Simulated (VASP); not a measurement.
The system is Tb4S.

```xyz
5
Lattice="-3.1840 3.1840 3.1840 3.1840 -3.1840 3.1840 3.1840 3.1840 -3.1840" Properties=species:S:1:pos:R:3 pbc="T T T"
Tb    1.5920    1.5920   -1.5920
Tb   -1.5920    1.5920    1.5920
Tb    1.5920   -1.5920    1.5920
Tb    1.5920    1.5920    1.5920
S     0.0000    0.0000    0.0000
```

The cell was built from a structure type or drawn by symmetry, and may not be a known phase.

```yaml
Program: VASP 6.6.1
Task: relaxation of cell and atoms
Functional: PBE
Potentials_or_basis: VASP PAW PBE potentials, release 64 (Tb_3, S), 4f in core
Cutoff: 500 eV
k_mesh: 4 × 4 × 4
Occupations: gaussian, width 0.1 eV
Spin: no spin polarisation
```

At the start: pressure 6.6 GPa; volume 25.82 Å³/atom.

Problem. Where does the relaxation end?

Solution. Over 3 steps the energy falls by 56.7 meV/atom and the volume is 28.86 Å³/atom (+11.7 %); space group Im-3m (No. 229, to 0.1 Å) before and after.

Step by step:
```
step  energy change (eV)  largest force (eV/Å)  pressure (GPa)  volume (Å³)
   1              0.0000                0.0000            6.61       129.12
   2             -0.2537                0.0000           -1.63       150.06
   3             -0.2837                0.0000            0.03       144.28
```

Final structure:
```xyz
5
Lattice="-3.3041 3.3041 3.3041 3.3041 -3.3041 3.3041 3.3041 3.3041 -3.3041" Properties=species:S:1:pos:R:3 pbc="T T T"
Tb    1.6520    1.6520   -1.6520
Tb   -1.6520    1.6520    1.6520
Tb    1.6520   -1.6520    1.6520
Tb    1.6520    1.6520    1.6520
S     0.0000    0.0000    0.0000
```

Caveat: the run has no spin polarisation, though such a crystal can be magnetic.
